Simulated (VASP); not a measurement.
# GaP (F-43m) in VASP: further runs

GaP is run at these levels: PBE; tasks: single point.

All numbers are computed with VASP 6.6.1; they aren't measurements. Logs are shortened: lines on timing, memory, paths and dates and some standing lists are left out, and cuts for length are marked.

**Experimental background.**

“Stacking defects in GaP nanowires: Electronic structure and optical properties”, 2018, arxiv:1810.01194 quotes, for a bulk crystal of GaP at 10 K: band gap 2.34 eV (indirect).

How close the calculation comes is told below.

### Step 1. The cell of the first run

Symmetry: F-43m, No. 216, cubic system. The conventional cell has a = 5.301 Å, b = 5.301 Å, c = 5.301 Å, α = 90.00°, β = 90.00°, γ = 90.00°. Ga (site symmetry -43m) has 4 P at 2.30 Å within 3.0 Å. P (site symmetry -43m) has 4 Ga at 2.30 Å within 3.0 Å.

### Step 2. Single point, PBE

Contents of INCAR:

```
SYSTEM = GaP
ALGO     = Normal         ! electronic algorithm
EDIFF    = 1E-6           ! SCF threshold, eV
ENCUT    = 520            ! plane-wave cutoff, eV
GGA      = PE             ! functional
ISIF     = 2              ! what is computed and relaxed
ISMEAR   = 0              ! smearing method
LASPH    = .True.         ! aspherical terms in the spheres
LCHARG   = .True.         ! write CHGCAR
LELF     = .True.         ! ELF
LREAL    = .False.        ! projectors in reciprocal space
LVHAR    = .True.       
LWAVE    = .False.        ! write WAVECAR
NBANDS   = 16             ! bands
NELM     = 100            ! most SCF steps
PREC     = Accurate       ! precision mode
SIGMA    = 0.01           ! smearing width, eV
```

Contents of KPOINTS:

```
k-points
0
Gamma
  6 6 6
  0 0 0
```

Contents of POSCAR:

```
GaP
1.0
    0.0000000000      2.6505476987      2.6505476987
    2.6505476987      0.0000000000      2.6505476987
    2.6505476987      2.6505476987      0.0000000000
Ga P
1 1
Direct
    0.0000000000      0.0000000000      0.0000000000
    0.2500000000      0.2500000000      0.2500000000
```

Potentials or basis: VASP PAW PBE potentials, release 64 (Ga_d, P).

The run is started by

```console
$ cat potpaw_PBE.64/Ga_d/POTCAR potpaw_PBE.64/P/POTCAR > POTCAR
$ mpirun -np 1 vasp_std > vasp.out
```

OUTCAR:

```text
SYSTEM = GaP
   EDIFF = 1E-6
   ENCUT = 520
   GGA = PE
   ISIF = 2
   ISMEAR = 0
   LASPH = .True.
   LREAL = .False.
   NELM = 100
   PREC = Accurate

 ion  position               nearest neighbor table
   1  0.000  0.000  0.000-   2 2.30   2 2.30   2 2.30   2 2.30
   2  0.250  0.250  0.250-   1 2.30   1 2.30   1 2.30   1 2.30

  LATTYP: Found a face centered cubic cell.
 ALAT       =     5.3010953974

  Lattice vectors:

 A1 = (   0.0000000000,   2.6505476987,   2.6505476987)
 A2 = (   2.6505476987,   0.0000000000,   2.6505476987)
 A3 = (   2.6505476987,   2.6505476987,   0.0000000000)

Analysis of symmetry for initial positions (statically):
=====================================================================
 Subroutine PRICEL returns:
 Original cell was already a primitive cell.

 Routine SETGRP: Setting up the symmetry group for a
 face centered cubic supercell.

 Subroutine GETGRP returns: Found 24 space group operations
 (whereof 24 operations were pure point group operations)
 out of a pool of 48 trial point group operations.

The static configuration has the point symmetry T_d .

Analysis of symmetry for dynamics (positions and initial velocities):
=====================================================================
 Subroutine PRICEL returns:
 Original cell was already a primitive cell.

 Routine SETGRP: Setting up the symmetry group for a
 face centered cubic supercell.

 Subroutine GETGRP returns: Found 24 space group operations
 (whereof 24 operations were pure point group operations)
 out of a pool of 48 trial point group operations.

The dynamic configuration has the point symmetry T_d .

 Subroutine INISYM returns: Found 24 space group operations
 (whereof 24 operations are pure point group operations),
 and found     1 'primitive' translations

----------------------------------------------------------------------------------------

                                     Primitive cell

  volume of cell :      37.2423

  direct lattice vectors                    reciprocal lattice vectors
     0.000000000  2.650547699  2.650547699    -0.188640257  0.188640257  0.188640257
     2.650547699  0.000000000  2.650547699     0.188640257 -0.188640257  0.188640257
     2.650547699  2.650547699  0.000000000     0.188640257  0.188640257 -0.188640257

  length of vectors
     3.748440503  3.748440503  3.748440503     0.326734510  0.326734510  0.326734510

[... 70 lines left out ...]
   NELM   =    100;   NELMIN=  2; NELMDL= -5     # of ELM steps
   EDIFF  = 0.1E-05   stopping-criterion for ELM
   LREAL  =      F    real-space projection
   EDIFFG = 0.1E-04   stopping-criterion for IOM
   NSW    =      0    number of steps for IOM
   IBRION =     -1    ionic relax: 0-MD 1-quasi-New 2-CG
   NFREE  =      0    steps in history (QN), initial steepest desc. (CG)
   ISIF   =      2    stress and relaxation
   ISYM   =      2    0-nonsym 1-usesym 2-fastsym
   POTIM  = 0.5000    time-step for ionic-motion
   TEBEG  =    0.0;   TEEND  =   0.0 temperature during run
   PSTRESS=    0.0 pullay stress
   NELECT =      18.0000    total number of electrons
   NUPDOWN=      -1.0000    fix difference up-down
   EMIN   =  10.00;   EMAX   =-10.00  energy-range for DOS
   EFERMI =   0.00;   METHOD = LEGACY
   ISMEAR =     0;   SIGMA  =   0.01  broadening in eV -4-tet -1-fermi 0-gaus
   EFERMI_NEDOS =   21; number of points for ismear=-14 and -15
   IALGO  =     38    algorithm
   IMIX   =      4    mixing-type and parameters
     AMIX     =   0.40;   BMIX     =  1.00
     AMIX_MAG =   1.60;   BMIX_MAG =  1.00
  volume/ion in A,a.u.               =      18.62       125.66
  Fermi-wavevector in a.u.,A,eV,Ry     =   1.284754  2.427833 22.457686  1.650593
  Thomas-Fermi vector in A             =   2.416929
   LORBIT       =      0    0 simple, 1 ext, 2 COOP (PROOUT), +10 PAW based schemes
   GGA     = PE    functional components
   LHFCALC =     F    Hartree Fock is set to
   AEXX    =    0.0000 exact exchange contribution
   IVDW    =     0    specifies the selected vdW correction
   LEPSILON=     F    determine dielectric tensor
   LRPA    =     F    only Hartree local field effects (RPA)
 non-spin polarized calculation
 Gauss-broadening in eV      SIGMA  =   0.01
  energy-cutoff  :      520.00
  volume of cell :       37.24
 maximum number of plane-waves:      1018
   NGX = 13   NGY = 13   NGZ = 13

 number of electron      17.9999987 magnetization

 Free energy of the ion-electron system (eV)
  ---------------------------------------------------
  ext. energy  EPLUGINS =         0.00000000
  ---------------------------------------------------
  free energy    TOTEN  =        -8.96943926 eV

  energy without entropy =       -8.96943926  energy(sigma->0) =       -8.96943926

 E-fermi :   5.6022     XC(G=0): -10.2153

 val. band max:        5.5509100840   @ k =   0.0000   0.0000   0.0000
 cond. band min:       7.0133895709   @ k =   0.5000   0.5000   0.0000
 fundamental gap:      1.4624794868
 Fermi energy:         5.6021674317

 k-point     1 :       0.0000    0.0000    0.0000
  band No.  band energies     occupation
      1      -9.1755      2.00000
      2      -9.1755      2.00000
      3      -9.1755      2.00000
      4      -9.0477      2.00000
      5      -9.0477      2.00000
      6      -7.6028      2.00000
[... 281 lines left out ...]
      3      -9.0987      2.00000
      4      -9.0753      2.00000
      5      -9.0306      2.00000
      6      -4.1377      2.00000
[... 8 lines left out ...]
     15      17.8583      0.00000
     16      19.7181      0.00000

------------------------ aborting loop because EDIFF is reached ----------------------------------------

  FORCE on cell =-STRESS in cart. coord.  units (eV):
  Direction    XX          YY          ZZ          XY          YZ          ZX
  --------------------------------------------------------------------------------------
  -------------------------------------------------------------------------------------
  Total        2.5995919      2.5995919      2.5995919      0.0000000      0.0000000     -0.0000000
  in kB      111.8352944    111.8352944    111.8352944      0.0000000      0.0000000     -0.0000000
  external PRESSURE =     111.8352944 kB  Pullay stress =       0.0000000 kB

 VOLUME and BASIS-vectors are now :
 -----------------------------------------------------------------------------
  energy-cutoff  :      520.00
  volume of cell :       37.24
      direct lattice vectors                 reciprocal lattice vectors
     0.000000000  2.650547699  2.650547699    -0.188640257  0.188640257  0.188640257
     2.650547699  0.000000000  2.650547699     0.188640257 -0.188640257  0.188640257
     2.650547699  2.650547699  0.000000000     0.188640257  0.188640257 -0.188640257

 POSITION                                       TOTAL-FORCE (eV/Angst)
 -----------------------------------------------------------------------------------
      0.00000      0.00000      0.00000         0.000000      0.000000      0.000000
      1.32527      1.32527      1.32527        -0.000000     -0.000000     -0.000000
 -----------------------------------------------------------------------------------
    total drift:                                0.000002      0.000002      0.000002

  FREE ENERGIE OF THE ION-ELECTRON SYSTEM (eV)
  ---------------------------------------------------
  free  energy   TOTEN  =        -8.9694392555 eV

  energy  without entropy=       -8.9694392555  energy(sigma->0) =       -8.96943926
```

stdout:

```text
POSCAR found type information on POSCAR GaP
 POSCAR found :  2 types and       2 ions
 scaLAPACK will be used
 LDA part: xc-table for (Slater+PW92), standard interpolation
 POSCAR, INCAR and KPOINTS ok, starting setup
 FFT: planning ... GRIDC
 FFT: planning ... GRID_SOFT
 FFT: planning ... GRID
 WAVECAR not read
 entering main loop
```

Run time: 23 s. Hardware: 1 thread of Intel Xeon 8259CL, shared host; peak memory 0.15 GiB.

Results:

```
Free energy            : -8.9694 eV
Pressure               : 11.2 GPa
Band gap on the k mesh : 1.46 eV, indirect (least direct gap 2.53 eV)
```

A k mesh can miss the band edges. PBE gaps usually lie below the measured ones, often by a third to a half.

### Step 3. Single point, PBE

This run uses another cell than the first one, of 19.43 Å³/atom, 1.043 times its volume.

Contents of INCAR:

```
ALGO = Normal
EDIFF = 1E-6
ENCUT = 520
GGA = PE
ISIF = 2
ISMEAR = 0
LASPH = T
LCHARG = F
LREAL = F
LWAVE = F
NBANDS = 16
NELM = 80
PREC = Accurate
SIGMA = 0.01
```

Contents of KPOINTS:

```
k-points
0
Gamma
  6 6 6
```

Contents of POSCAR:

```
GaP
1.0
    0.0000000000      2.6884177822      2.6884177822
    2.6884177822      0.0000000000      2.6884177822
    2.6884177822      2.6884177822      0.0000000000
Ga P
1 1
Direct
    0.0000000000      0.0000000000      0.0000000000
    0.2500000000      0.2500000000      0.2500000000
```

Potentials or basis: VASP PAW PBE potentials, release 64 (Ga_d, P).

The run is started by

```console
$ cat potpaw_PBE.64/Ga_d/POTCAR potpaw_PBE.64/P/POTCAR > POTCAR
$ mpirun -np 1 vasp_std > vasp.out
```

It took 23 s on 1 thread of Intel Xeon 8259CL, shared host; peak memory 0.16 GiB.

The run converged. Its results:

```yaml
Free_energy: -9.0579 eV
Pressure: 6.4 GPa
Band_gap_on_the_k_mesh: 1.56 eV, indirect (least direct gap 2.17 eV)
```

Levels at points of the mesh, in eV from the valence-band top:
```csv
k point,band 6,band 7,band 8,band 9,band 10,band 11,band 12,band 13
"(0.00, 0.00, 0.00)",-12.81,0.00,0.00,0.00,2.17,3.87,3.87,3.87
"(0.50, 0.00, 0.00)",-10.60,-6.87,-1.18,-1.18,1.79,4.70,4.70,8.35
"(0.50, 0.50, 0.00)",-9.65,-6.95,-2.83,-2.83,1.56,1.78,10.90,10.90
```

### Step 4. Single point, PBE

This run uses another cell than the first one, of 20.24 Å³/atom, 1.087 times its volume.

Contents of INCAR:

```
SYSTEM = GaP
PREC = Accurate
ENCUT = 520
EDIFF = 1E-7
ISMEAR = 0
SIGMA = 0.01
LREAL = .FALSE.
LASPH = .TRUE.
NELM = 80
ALGO = Normal
ISIF = 2
LWAVE = .FALSE.
LCHARG = .FALSE.
GGA = PE
NBANDS = 16
```

Contents of KPOINTS:

```
Automatic mesh
0
G
  6 6 6
  0 0 0
```

Contents of POSCAR:

```
GaP
1.0
    0.0000000000      2.7252500000      2.7252500000
    2.7252500000      0.0000000000      2.7252500000
    2.7252500000      2.7252500000      0.0000000000
Ga P
1 1
Direct
    0.0000000000      0.0000000000      0.0000000000
    0.2500000000      0.2500000000      0.2500000000
```

The run is started by

```console
$ cat potpaw_PBE.64/Ga_d/POTCAR potpaw_PBE.64/P/POTCAR > POTCAR
$ mpirun -np 1 vasp_std > vasp.out
```

It took 40 s on 1 thread of Intel Xeon 8259CL, shared host; peak memory 0.17 GiB.

The run converged. Its results:

```
Free energy            : -9.1024 eV
Pressure               : 2.5 GPa
Band gap on the k mesh : 1.65 eV, indirect (least direct gap 1.82 eV)
```

Levels at points of the mesh, in eV from the valence-band top:
```csv
k point,band 5,band 6,band 7,band 8,band 9,band 10,band 11,band 12,band 13,band 14
"(0.00, 0.00, 0.00)",-14.46,-12.49,0.00,0.00,0.00,1.83,3.88,3.88,3.88,8.80
"(0.50, 0.00, 0.00)",-14.45,-10.43,-6.63,-1.12,-1.12,1.67,4.72,4.72,8.28,10.89
"(0.50, 0.50, 0.00)",-14.44,-9.53,-6.76,-2.68,-2.68,1.65,1.82,10.59,10.59,11.20
```

### Step 5. Single point, PBE

This run uses another cell than the first one, of 21.05 Å³/atom, 1.130 times its volume.

Contents of INCAR:

```
SYSTEM = GaP
ALGO = Normal ; EDIFF = 1E-6
ENCUT = 520 ; GGA = PE
ISIF = 2 ; ISMEAR = 0
LASPH = .TRUE. ; LCHARG = .FALSE.
LREAL = .FALSE. ; LWAVE = .FALSE.
NBANDS = 16 ; NELM = 60
PREC = Accurate ; SIGMA = 0.01
```

Contents of KPOINTS:

```
k-points
0
G
  6 6 6
  0 0 0
```

Contents of POSCAR:

```
GaP
1.0
    0.0000000000      2.7611126653      2.7611126653
    2.7611126653      0.0000000000      2.7611126653
    2.7611126653      2.7611126653      0.0000000000
Ga P
1 1
Direct
    0.0000000000      0.0000000000      0.0000000000
    0.2500000000      0.2500000000      0.2500000000
```

The run is started by

```console
$ cat potpaw_PBE.64/Ga_d/POTCAR potpaw_PBE.64/P/POTCAR > POTCAR
$ mpirun -np 1 vasp_std > vasp.out
```

It took 41 s on 1 thread of Intel Xeon 8259CL, shared host; peak memory 0.16 GiB.

The run converged. Its results:

* Free energy: -9.1113 eV
* Pressure: -0.7 GPa
* Band gap on the k mesh: 1.50 eV, direct

Levels at points of the mesh, in eV from the valence-band top:
| k point | band 5 | band 6 | band 7 | band 8 | band 9 | band 10 | band 11 | band 12 | band 13 | band 14 |
| --- | --- | --- | --- | --- | --- | --- | --- | --- | --- | --- |
| (0.00, 0.00, 0.00) | -14.41 | -12.20 | 0.00 | 0.00 | 0.00 | 1.50 | 3.89 | 3.89 | 3.89 | 8.64 |
| (0.50, 0.00, 0.00) | -14.40 | -10.26 | -6.42 | -1.06 | -1.06 | 1.55 | 4.72 | 4.72 | 8.20 | 10.61 |
| (0.50, 0.50, 0.00) | -14.39 | -9.42 | -6.58 | -2.55 | -2.55 | 1.73 | 1.85 | 10.30 | 10.30 | 10.84 |

(Continued in part 2 of 2.)
